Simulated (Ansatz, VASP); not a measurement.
# Cu in VASP and in Ansatz

INCAR

```
  PREC = Accurate
  ENCUT = 520
  EDIFF = 1E-6
  ISMEAR = -1
  SIGMA = 0.05
  LREAL = F
  LASPH = T
  NELM = 60
  ALGO = Normal
  ISIF = 2
  LWAVE = F
  LCHARG = F
  GGA = PE
  NBANDS = 12
```

The input KPOINTS:

```
regular mesh
0
Gamma
  18 18 18
```

Contents of POSCAR:

```
Cu
1.0
    0.0000000000      1.6493106784      1.6493106784
    1.6493106784      0.0000000000      1.6493106784
    1.6493106784      1.6493106784      0.0000000000
Cu
1
Direct
    0.0000000000      0.0000000000      0.0000000000
```

Input for Ansatz:

```yaml
crystal:
  lattice:
    - [0.0, 1.6493106784, 1.6493106784]
    - [1.6493106784, 0.0, 1.6493106784]
    - [1.6493106784, 1.6493106784, 0.0]
  atoms:
    - { symbol: Cu, position: [0.0, 0.0, 0.0] }
kpoints:
  mp_grid: { grid: [18, 18, 18] }
scf:
  occupations: { method: fermi_dirac, width: 0.05 }
hamiltonian:
  xc: pbe
  pseudopotentials: { kind: paw }
output:
  forces: true
  stress: true
  eigenvalues: true
  populations: true
```

Change from the starting cell: volume scaled by 0.75, PAW files.

Alike in both runs: task single point; functional PBE; k mesh 18 × 18 × 18; occupations fermi-dirac, width 0.05 eV; no spin polarisation.

```csv
,VASP,Ansatz
version,VASP 6.6.1,Ansatz 0.2.0
potentials or method,"VASP PAW PBE potentials, release 64 (Cu)","PAW with Ansatz's default frozen-core files, scalar-relativistic"
plane-wave cutoff (eV),520,420
valence electrons in the cell,11,19
```

|  | VASP | Ansatz | Ansatz less VASP |
| --- | --- | --- | --- |
| pressure (GPa) | 83.3 | 82.6 | -0.66 |

Both programs put the cell under a high pressure, so it lies far from rest at this level. With one functional, cell and mesh, what is left measures potentials, basis and numerics. VASP's potentials hold 11 valence electrons a cell and Ansatz's 19, so a difference there can come from the potentials and not from the codes.

Noted on VASP's run: the cell as given lies far from equilibrium.
